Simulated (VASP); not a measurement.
# C in VASP: a series of runs

C is run at these levels: PBEsol; tasks: single point.

All numbers are computed with VASP 6.6.1; they aren't measurements. Logs are shortened: lines on timing, memory, paths and dates and some standing lists are left out, and cuts for length are marked.

## (1) The cell of the first run

The cell holds a slab with vacuum, 8 atoms: a = 2.459 Å, b = 2.459 Å, c = 42.721 Å, α = 90.00°, β = 90.00°, γ = 120.00°.

## (2) Single point, PBEsol

Input file INCAR:

```
SYSTEM = C
PREC = Accurate
ENCUT = 520
EDIFF = 1E-7
ISMEAR = 0
SIGMA = 0.1
LREAL = .False.
LASPH = .True.
NELM = 80
ALGO = Normal
ISIF = 2
LWAVE = .False.
LCHARG = .True.
LDIPOL = .True.
IDIPOL = 3
DIPOL = 0.5 0.5 0.500
GGA = PS
LELF = .True.
LVHAR = .True.
LVACPOTAV = .True.
NBANDS = 26
```

Input file KPOINTS:

```
regular mesh
0
Gamma
  15 15 1
  0 0 0
```

Input file POSCAR:

```
C
1.0
    2.4589569349      0.0000000000      0.0000000000
   -1.2294784674      2.1295191724      0.0000000000
    0.0000000000      0.0000000000     42.7207955651
C
8
Direct
    0.0000000000      0.0000000000      0.1755645193
    0.3333333333      0.6666666667      0.1755585284
    0.0000000000      0.0000000000      0.2600436921
    0.6666666667      0.3333333333      0.2600496830
    0.3333333333      0.6666666667      0.7399503170
    0.0000000000      0.0000000000      0.7399563079
    0.0000000000      0.0000000000      0.8244354807
    0.6666666667      0.3333333333      0.8244414716
```

Potentials or basis: VASP PAW PBE potentials, release 64 (C).

Run with:

```console
$ cat potpaw_PBE.64/C/POTCAR > POTCAR
$ mpirun -np 1 vasp_std > vasp.out
```

OUTCAR:

```text
SYSTEM = C
   PREC = Accurate
   ENCUT = 520
   EDIFF = 1E-7
   ISMEAR = 0
   LREAL = .False.
   LASPH = .True.
   NELM = 80
   ISIF = 2
   GGA = PS

 ion  position               nearest neighbor table
   1  0.000  0.000  0.176-   2 1.42   2 1.42   2 1.42
   2  0.333  0.667  0.176-   1 1.42   1 1.42   1 1.42
   3  0.000  0.000  0.260-   4 1.42   4 1.42   4 1.42
   4  0.667  0.333  0.260-   3 1.42   3 1.42   3 1.42
   5  0.333  0.667  0.740-   6 1.42   6 1.42   6 1.42
   6  0.000  0.000  0.740-   5 1.42   5 1.42   5 1.42
   7  0.000  0.000  0.824-   8 1.42   8 1.42   8 1.42
   8  0.667  0.333  0.824-   7 1.42   7 1.42   7 1.42

  LATTYP: Found a hexagonal cell.
 ALAT       =     2.4589569349
 C/A-ratio  =    17.3735436187

  Lattice vectors:

 A1 = (   2.4589569349,   0.0000000000,   0.0000000000)
 A2 = (  -1.2294784674,   2.1295191724,   0.0000000000)
 A3 = (   0.0000000000,   0.0000000000,  42.7207955651)

Analysis of symmetry for initial positions (statically):
=====================================================================
 Subroutine PRICEL returns:
 Original cell was already a primitive cell.

 Routine SETGRP: Setting up the symmetry group for a
 hexagonal supercell.

 Subroutine GETGRP returns: Found 12 space group operations
 (whereof 12 operations were pure point group operations)
 out of a pool of 24 trial point group operations.

The static configuration has the point symmetry D_3d.

Analysis of symmetry for dynamics (positions and initial velocities):
=====================================================================
 Subroutine PRICEL returns:
 Original cell was already a primitive cell.

 Routine SETGRP: Setting up the symmetry group for a
 hexagonal supercell.

 Subroutine GETGRP returns: Found 12 space group operations
 (whereof 12 operations were pure point group operations)
 out of a pool of 24 trial point group operations.

The dynamic configuration has the point symmetry D_3d.

 Subroutine INISYM returns: Found 12 space group operations
 (whereof 12 operations are pure point group operations),
 and found     1 'primitive' translations

----------------------------------------------------------------------------------------

                                     Primitive cell

  volume of cell :     223.7030

  direct lattice vectors                    reciprocal lattice vectors
     2.458956935  0.000000000  0.000000000     0.406676500  0.234794787  0.000000000
    -1.229478467  2.129519172  0.000000000     0.000000000  0.469589574  0.000000000
     0.000000000  0.000000000 42.720795565     0.000000000  0.000000000  0.023407804

  length of vectors
     2.458956935  2.458956935 42.720795565     0.469589574  0.469589574  0.023407804

  position of ions in fractional coordinates (direct lattice)
     0.000000000  0.000000000  0.175564519
     0.333333333  0.666666667  0.175558528
     0.000000000  0.000000000  0.260043692
     0.666666667  0.333333333  0.260049683
     0.333333333  0.666666667  0.739950317
     0.000000000  0.000000000  0.739956308
     0.000000000  0.000000000  0.824435481
     0.666666667  0.333333333  0.824441472

  ion indices of the primitive-cell ions
   primitive index   ion index
                 1           1
                 2           2
                 3           3
                 4           4
                 5           5
                 6           6
                 7           7
                 8           8

----------------------------------------------------------------------------------------

 KPOINTS: regular mesh

Automatic generation of k-mesh.
 Grid dimensions read from file:
 generate k-points for:   15   15    1

 Generating k-lattice:

  Cartesian coordinates                     Fractional coordinates (reciprocal lattice)
     0.027111767  0.015652986  0.000000000     0.066666667  0.000000000  0.000000000
     0.000000000  0.031305972  0.000000000     0.000000000  0.066666667  0.000000000
     0.000000000  0.000000000  0.023407804     0.000000000  0.000000000  1.000000000

  Length of vectors
     0.031305972  0.031305972  0.023407804

  Shift w.r.t. Gamma in fractional coordinates (k-lattice)
     0.000000000  0.000000000  0.000000000

 Subroutine IBZKPT returns following result:
 ===========================================

 Found     27 irreducible k-points:

 Following reciprocal coordinates:
            Coordinates               Weight
  0.000000  0.000000  0.000000      1.000000
  0.066667 -0.000000  0.000000      6.000000
  0.133333 -0.000000  0.000000      6.000000
  0.200000  0.000000  0.000000      6.000000
  0.266667 -0.000000  0.000000      6.000000
  0.333333 -0.000000  0.000000      6.000000
[... 16 lines left out ...]
  0.333333  0.200000  0.000000     12.000000
  0.400000  0.200000  0.000000      6.000000
 [... further k-points ...]
   k-points           NKPTS =     27   k-points in BZ     NKDIM =     27   number of bands    NBANDS=     26
   number of dos      NEDOS =    301   number of ions     NIONS =      8
   total plane-waves  NPLWV = 103680
   dimension x,y,z NGX =    18 NGY =   18 NGZ =  320
   dimension x,y,z NGXF=    36 NGYF=   36 NGZF=  640
   ions per type =               8
   NGX,Y,Z   is equivalent  to a cutoff of  12.17, 12.17, 12.45 a.u.
   NGXF,Y,Z  is equivalent  to a cutoff of  24.34, 24.34, 24.91 a.u.
 SYSTEM =  C
   PREC   = accura    normal or accurate (medium, high low for compatibility)
   ISTART =      0    job   : 0-new  1-cont  2-samecut
   ICHARG =      2    charge: 1-file 2-atom 10-const
   ISPIN  =      1    spin polarized calculation?
   LNONCOLLINEAR =      F non collinear calculations
   LSORBIT =      F    spin-orbit coupling
   LASPH  =      T    aspherical Exc in radial PAW
   ENCUT  =  520.0 eV  38.22 Ry    6.18 a.u.   4.57  4.57 79.43*2*pi/ulx,y,z
   NELM   =     80;   NELMIN=  2; NELMDL= -5     # of ELM steps
   EDIFF  = 0.1E-06   stopping-criterion for ELM
   LREAL  =      F    real-space projection
   EDIFFG = 0.1E-05   stopping-criterion for IOM
   NSW    =      0    number of steps for IOM
   IBRION =     -1    ionic relax: 0-MD 1-quasi-New 2-CG
   NFREE  =      0    steps in history (QN), initial steepest desc. (CG)
   ISIF   =      2    stress and relaxation
   ISYM   =      2    0-nonsym 1-usesym 2-fastsym
   POTIM  = 0.5000    time-step for ionic-motion
   TEBEG  =    0.0;   TEEND  =   0.0 temperature during run
   PSTRESS=    0.0 pullay stress
   NELECT =      32.0000    total number of electrons
   NUPDOWN=      -1.0000    fix difference up-down
   EMIN   =  10.00;   EMAX   =-10.00  energy-range for DOS
   EFERMI =   0.00;   METHOD = LEGACY
   ISMEAR =     0;   SIGMA  =   0.10  broadening in eV -4-tet -1-fermi 0-gaus
   EFERMI_NEDOS =   21; number of points for ismear=-14 and -15
   IALGO  =     38    algorithm
   IMIX   =      4    mixing-type and parameters
     AMIX     =   0.40;   BMIX     =  1.00
     AMIX_MAG =   1.60;   BMIX_MAG =  1.00
  volume/ion in A,a.u.               =      27.96       188.70
  Fermi-wavevector in a.u.,A,eV,Ry     =   0.856185  1.617955  9.973785  0.733053
  Thomas-Fermi vector in A             =   1.973048
   LORBIT       =      0    0 simple, 1 ext, 2 COOP (PROOUT), +10 PAW based schemes
   GGA     = PS    functional components
   LHFCALC =     F    Hartree Fock is set to
   AEXX    =    0.0000 exact exchange contribution
   IVDW    =     0    specifies the selected vdW correction
   LEPSILON=     F    determine dielectric tensor
   LRPA    =     F    only Hartree local field effects (RPA)
 non-spin polarized calculation
 Gauss-broadening in eV      SIGMA  =   0.10
  energy-cutoff  :      520.00
  volume of cell :      223.70
 maximum number of plane-waves:      6116
   NGX =  9   NGY =  9   NGZ =159

 number of electron      31.9999993 magnetization

 dipolmoment           0.000000      0.000000      0.000000 electrons x Angstroem

 Free energy of the ion-electron system (eV)
  ---------------------------------------------------
  ext. energy  EPLUGINS =         0.00000000
  ---------------------------------------------------
  free energy    TOTEN  =       -77.14317986 eV

  energy without entropy =      -77.14115738  energy(sigma->0) =      -77.14216862

 E-fermi :  -1.4898     XC(G=0):  -3.7147

 val. band max:       -1.4898269301   @ k =   0.3333   0.3333   0.0000
 cond. band min:      -1.2658772177   @ k =   0.3333   0.3333   0.0000
 fundamental gap:      0.2239497124
 Fermi energy:        -1.4897922124

 k-point     1 :       0.0000    0.0000    0.0000
  band No.  band energies     occupation
      1     -21.0762      2.00000
      2     -21.0762      2.00000
      3     -20.9907      2.00000
      4     -20.9907      2.00000
      5      -9.5283      2.00000
      6      -9.5283      2.00000
[... 18 lines left out ...]
     25       4.1276      0.00000
     26       4.9346      0.00000

 k-point     2 :       0.0667   -0.0000    0.0000
  band No.  band energies     occupation
      1     -20.9702      2.00000
      2     -20.9702      2.00000
      3     -20.8854      2.00000
      4     -20.8854      2.00000
      5      -9.4003      2.00000
      6      -9.4003      2.00000
[... 18 lines left out ...]
     25       4.2685      0.00000
     26       5.0733      0.00000

 k-point     3 :       0.1333   -0.0000    0.0000
  band No.  band energies     occupation
      1     -20.6532      2.00000
      2     -20.6532      2.00000
      3     -20.5702      2.00000
      4     -20.5701      2.00000
      5      -9.0179      2.00000
      6      -9.0179      2.00000
[... 572 lines left out ...]
 k-point    23 :       0.3333    0.2000    0.0000
  band No.  band energies     occupation
      1     -16.1002      2.00000
      2     -16.1002      2.00000
      3     -16.0435      2.00000
      4     -16.0435      2.00000
      5     -13.1429      2.00000
      6     -13.1429      2.00000
[... 18 lines left out ...]
     25       9.3820      0.00000
     26       9.4273      0.00000

 k-point    24 :       0.4000    0.2000    0.0000
  band No.  band energies     occupation
      1     -15.1269      2.00000
      2     -15.1269      2.00000
      3     -15.0982      2.00000
      4     -15.0981      2.00000
      5     -14.2043      2.00000
      6     -14.2043      2.00000
[... 18 lines left out ...]
     25       9.7544      0.00000
     26       9.7720      0.00000

 [... further k-points ...]

------------------------ aborting loop because EDIFF is reached ----------------------------------------

  FORCE on cell =-STRESS in cart. coord.  units (eV):
  Direction    XX          YY          ZZ          XY          YZ          ZX
  --------------------------------------------------------------------------------------
  -------------------------------------------------------------------------------------
  Total        0.4466749      0.4466749     -0.0497197      0.0000000      0.0000000      0.0000000
  in kB        3.1991185      3.1991185     -0.3560960      0.0000000      0.0000000      0.0000000
  external PRESSURE =       2.0140470 kB  Pullay stress =       0.0000000 kB

 VOLUME and BASIS-vectors are now :
 -----------------------------------------------------------------------------
  energy-cutoff  :      520.00
  volume of cell :      223.70
      direct lattice vectors                 reciprocal lattice vectors
     2.458956935  0.000000000  0.000000000     0.406676500  0.234794787  0.000000000
    -1.229478467  2.129519172  0.000000000     0.000000000  0.469589574  0.000000000
     0.000000000  0.000000000 42.720795565     0.000000000  0.000000000  0.023407804

 POSITION                                       TOTAL-FORCE (eV/Angst)
 -----------------------------------------------------------------------------------
      0.00000      0.00000      7.50026         0.000000      0.000000      0.001998
     -0.00000      1.41968      7.50000        -0.000000      0.000000     -0.000626
      0.00000      0.00000     11.10927        -0.000000      0.000000     -0.001883
      1.22948      0.70984     11.10953         0.000000      0.000000      0.000740
     -0.00000      1.41968     31.61127         0.000000      0.000000     -0.000740
      0.00000      0.00000     31.61152         0.000000     -0.000000      0.001883
      0.00000      0.00000     35.22054        -0.000000     -0.000000     -0.001998
      1.22948      0.70984     35.22080         0.000000     -0.000000      0.000626
 -----------------------------------------------------------------------------------
    total drift:                               -0.000000      0.000000      0.000000

  FREE ENERGIE OF THE ION-ELECTRON SYSTEM (eV)
  ---------------------------------------------------
  free  energy   TOTEN  =       -77.1431798612 eV

  energy  without entropy=      -77.1411573825  energy(sigma->0) =      -77.14216862

 vacuum level on the upper side and lower side of the slab         2.827         2.827
```

Wall time 7.5 min (1 thread of Intel Xeon 8259CL, shared host); peak memory 0.35 GiB.

What came out:

- Free energy: -77.1432 eV
- Band gap on the k mesh: zero (filled and empty bands touch)

Caveat: the PAW data sets were made with another functional, which shifts forces and pressure a little.

## (3) Single point, PBEsol

Input file INCAR:

```
PREC = Accurate ; ENCUT = 520
EDIFF = 1E-6 ; ISMEAR = 0
SIGMA = 0.1 ; LREAL = F
LASPH = T ; NELM = 80
ALGO = Normal ; ISIF = 2
LWAVE = F ; LCHARG = T
LDIPOL = T ; IDIPOL = 3
DIPOL = 0.5 0.5 0.500 ; GGA = PS
LELF = T ; LVHAR = T
LVACPOTAV = T ; NBANDS = 26
```

Input file KPOINTS:

```
Automatic mesh
0
Gamma
  15 15 1
```

POSCAR is that of step 2.

Potentials or basis: VASP PAW PBE potentials, release 64 (C).

Run with:

```console
$ cat potpaw_PBE.64/C/POTCAR > POTCAR
$ mpirun -np 1 vasp_std > vasp.out
```

OUTCAR:

```text
PREC = Accurate
   ENCUT = 520
   EDIFF = 1E-6
   ISMEAR = 0
   LREAL = F
   LASPH = T
   NELM = 80
   ISIF = 2
   GGA = PS

 ion  position               nearest neighbor table
   1  0.000  0.000  0.176-   2 1.42   2 1.42   2 1.42
   2  0.333  0.667  0.176-   1 1.42   1 1.42   1 1.42
   3  0.000  0.000  0.260-   4 1.42   4 1.42   4 1.42
   4  0.667  0.333  0.260-   3 1.42   3 1.42   3 1.42
   5  0.333  0.667  0.740-   6 1.42   6 1.42   6 1.42
   6  0.000  0.000  0.740-   5 1.42   5 1.42   5 1.42
   7  0.000  0.000  0.824-   8 1.42   8 1.42   8 1.42
   8  0.667  0.333  0.824-   7 1.42   7 1.42   7 1.42

  LATTYP: Found a hexagonal cell.
 ALAT       =     2.4589569349
 C/A-ratio  =    17.3735436187

  Lattice vectors:

 A1 = (   2.4589569349,   0.0000000000,   0.0000000000)
 A2 = (  -1.2294784674,   2.1295191724,   0.0000000000)
 A3 = (   0.0000000000,   0.0000000000,  42.7207955651)

Analysis of symmetry for initial positions (statically):
=====================================================================
[... 194 lines left out ...]
  band No.  band energies     occupation
      1     -21.0763      2.00000
      2     -21.0763      2.00000
      3     -20.9907      2.00000
      4     -20.9907      2.00000
      5      -9.5284      2.00000
      6      -9.5284      2.00000
[... 685 lines left out ...]
     25       9.7543      0.00000
     26       9.7723      0.00000

 [... further k-points ...]

------------------------ aborting loop because EDIFF is reached ----------------------------------------

  FORCE on cell =-STRESS in cart. coord.  units (eV):
  Direction    XX          YY          ZZ          XY          YZ          ZX
  --------------------------------------------------------------------------------------
  -------------------------------------------------------------------------------------
  Total        0.4466979      0.4466979     -0.0496482      0.0000000     -0.0000000      0.0000000
  in kB        3.1992831      3.1992831     -0.3555840      0.0000000     -0.0000000      0.0000000
  external PRESSURE =       2.0143274 kB  Pullay stress =       0.0000000 kB

 VOLUME and BASIS-vectors are now :
 -----------------------------------------------------------------------------
  energy-cutoff  :      520.00
  volume of cell :      223.70
      direct lattice vectors                 reciprocal lattice vectors
     2.458956935  0.000000000  0.000000000     0.406676500  0.234794787  0.000000000
    -1.229478467  2.129519172  0.000000000     0.000000000  0.469589574  0.000000000
     0.000000000  0.000000000 42.720795565     0.000000000  0.000000000  0.023407804

 POSITION                                       TOTAL-FORCE (eV/Angst)
 -----------------------------------------------------------------------------------
      0.00000      0.00000      7.50026         0.000000      0.000000      0.001994
     -0.00000      1.41968      7.50000        -0.000000      0.000000     -0.000631
      0.00000      0.00000     11.10927         0.000000     -0.000000     -0.001883
      1.22948      0.70984     11.10953        -0.000000      0.000000      0.000740
     -0.00000      1.41968     31.61127        -0.000000      0.000000     -0.000740
      0.00000      0.00000     31.61152        -0.000000      0.000000      0.001883
      0.00000      0.00000     35.22054         0.000000     -0.000000     -0.001994
      1.22948      0.70984     35.22080         0.000000      0.000000      0.000631
 -----------------------------------------------------------------------------------
    total drift:                               -0.000000      0.000000      0.000000

  FREE ENERGIE OF THE ION-ELECTRON SYSTEM (eV)
  ---------------------------------------------------
  free  energy   TOTEN  =       -77.1431795294 eV

  energy  without entropy=      -77.1411570507  energy(sigma->0) =      -77.14216829

 vacuum level on the upper side and lower side of the slab         2.827         2.827
```

OSZICAR:

```text
N       E                     dE             d eps       ncg     rms          rms(c)
DAV:   1     0.237751320965E+03    0.23775E+03   -0.12882E+04  1420   0.970E+02
DAV:   2    -0.521684827242E+02   -0.28992E+03   -0.26583E+03  2084   0.234E+02
DAV:   3    -0.813909213849E+02   -0.29222E+02   -0.28986E+02  1796   0.799E+01
[... 14 lines left out ...]
DAV:  18    -0.771431703612E+02   -0.20348E-04   -0.69347E-07  1270   0.248E-03    0.133E-03
DAV:  19    -0.771431751484E+02   -0.47871E-05   -0.16146E-07  1230   0.130E-03    0.188E-04
DAV:  20    -0.771431777656E+02   -0.26172E-05   -0.49350E-08  1106   0.773E-04    0.476E-04
DAV:  21    -0.771431788298E+02   -0.10642E-05   -0.11040E-08  1132   0.455E-04    0.148E-04
DAV:  22    -0.771431795294E+02   -0.69962E-06   -0.29743E-09  1154   0.237E-04
   1 F= -.77143180E+02 E0= -.77142168E+02  d E =-.202248E-02
```

stdout:

```text
POSCAR found type information on POSCAR C
 POSCAR found :  1 types and       8 ions
 scaLAPACK will be used
 -----------------------------------------------------------------------------
[... 23 lines left out ...]
|     Did not find any points to average over, which means that no vacuum     |
|     field-free region was found. Please increase the size of  your cell     |
|     in the dimension of the dipole correction to obtain accurate            |
|     workfunction values.                                                    |
|                                                                             |
 -----------------------------------------------------------------------------
```

It took 6.7 min on 1 thread of Intel Xeon 8259CL, shared host; peak memory 0.35 GiB.

What came out:

- Free energy: -77.1432 eV
- Band gap on the k mesh: zero (filled and empty bands touch)

Levels at points of the mesh, in eV from the Fermi level:
```csv
k point,band 13,band 14,band 15,band 16,band 17,band 18,band 19,band 20
"(0.00, 0.00, 0.00)",-2.99,-2.99,-2.99,-2.99,3.41,3.43,3.85,3.91
```

Caveat: the PAW data sets were made with another functional, which shifts forces and pressure a little.

The gap in the log of VASP goes by the Fermi energy; the results here count the filled bands.